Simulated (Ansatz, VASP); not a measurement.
## One calculation of Si16O, two programs

```xyz
17
Lattice="0.0000 5.4300 5.4300 5.4300 0.0000 5.4300 5.4300 5.4300 0.0000" Properties=species:S:1:pos:R:3 pbc="T T T"
Si   -0.2974    0.1674    0.1409
Si    1.3272    1.4153    1.2994
Si    2.7560    2.4707   -0.2867
Si    4.0386    3.8063    1.1280
Si    2.6649    0.0397    2.6589
Si    3.9282    1.4738    4.0251
Si    5.3944    2.7374    2.6725
Si    6.8250    4.0263    4.0093
Si   -0.0114    2.7605    2.6964
Si    1.0450    4.1900    4.2807
Si    2.3726    5.4824    2.8689
Si    4.1724    6.5635    3.8542
Si    2.5986    2.8296    5.4176
Si    4.0408    4.0976    6.7696
Si    5.4756    5.3611    5.4040
Si    6.7312    6.8375    6.7540
O     8.0783    4.0970    7.4213
```

Alike in both runs: functional PBEsol; k mesh 2 × 2 × 2; occupations fermi-dirac, width 0.05 eV; collinear spin.

Ansatz relaxed the structure, and its values are those at the end. VASP's run is a single point on that final structure, the one shown.

```csv
,VASP,Ansatz
version,VASP 6.6.1,Ansatz 0.2.0
potentials or method,"VASP PAW PBE potentials, release 64 (Si, O), cutoff 520 eV","scalar-relativistic, plane waves, PAW"
valence electrons in the cell,70,70
```

VASP gave:

| Item | Value |
| --- | --- |
| rms of the force components (eV/Å) | 0.020 |
| net moment per atom (μB) | 0.00 |

Q: Which values does Ansatz return?

A: rms of the force components (eV/Å): 0.005; net moment per atom (μB): 0.00.

VASP's potentials were made for PBE, not for PBEsol, and Ansatz warns of the same on its side. Ansatz's warnings: seeded moment not kept.

The k mesh is coarse, so the values compare programs but aren't converged.
